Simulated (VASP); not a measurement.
Ti2Co:

```
Ti Co
1.0
     0.00000    3.36500    3.36500
     3.36500    0.00000    3.36500
     3.36500    3.36500    0.00000
Ti Co
4 2
Direct
  0.12500 0.12500 0.12500
  0.62500 0.12500 0.12500
  0.12500 0.12500 0.62500
  0.12500 0.62500 0.12500
  0.50000 0.50000 0.50000
  0.75000 0.75000 0.75000
```

```yaml
Program: VASP 6.6.1
Task: relaxation of cell and atoms
Functional: PBEsol
Potentials_or_basis: VASP PAW PBE potentials, release 64 (Ti_sv, Co)
Cutoff: 600 eV
k_mesh: 1 × 1 × 1
Occupations: gaussian, width 0.1 eV
Spin: collinear spin, ferromagnetic start
Starting_moments: "[0.0, 0.0, 0.0, 0.0, 0.59, 0.59] μB"
```

At the start: pressure -19.3 GPa; volume 12.70 Å³/atom.

How do energy, volume and symmetry change on relaxing?

Over 4 steps the energy falls by 92.4 meV/atom and the volume is 11.33 Å³/atom (-10.8 %); space group Fd-3m (No. 227, to 0.1 Å) before and after; moment 4.00 μB per cell.

Step by step:
```csv
step,energy change (eV),largest force (eV/Å),pressure (GPa),volume (Å³)
1,0.0000,0.0000,-19.33,76.21
2,0.1441,0.0000,33.83,60.52
3,-0.5540,0.0000,-0.63,68.12
4,-0.5544,0.0000,-0.10,67.96
```

Final structure:
```cif
data_structure
_symmetry_space_group_name_H-M 'P 1'
_symmetry_Int_Tables_number 1
_cell_length_a 4.5805
_cell_length_b 4.5805
_cell_length_c 4.5805
_cell_angle_alpha 60.000
_cell_angle_beta 60.000
_cell_angle_gamma 60.000
_cell_volume 67.96
loop_
_atom_site_label
_atom_site_type_symbol
_atom_site_fract_x
_atom_site_fract_y
_atom_site_fract_z
_atom_site_occupancy
Ti1 Ti 0.12500 0.12500 0.12500 1
Ti2 Ti 0.62500 0.12500 0.12500 1
Ti3 Ti 0.12500 0.12500 0.62500 1
Ti4 Ti 0.12500 0.62500 0.12500 1
Co1 Co 0.50000 0.50000 0.50000 1
Co2 Co 0.75000 0.75000 0.75000 1
```

Caveat: the k points lie up to 1.68 Å⁻¹ apart in the final cell; the PAW data sets were made with another functional, which shifts forces and pressure a little.
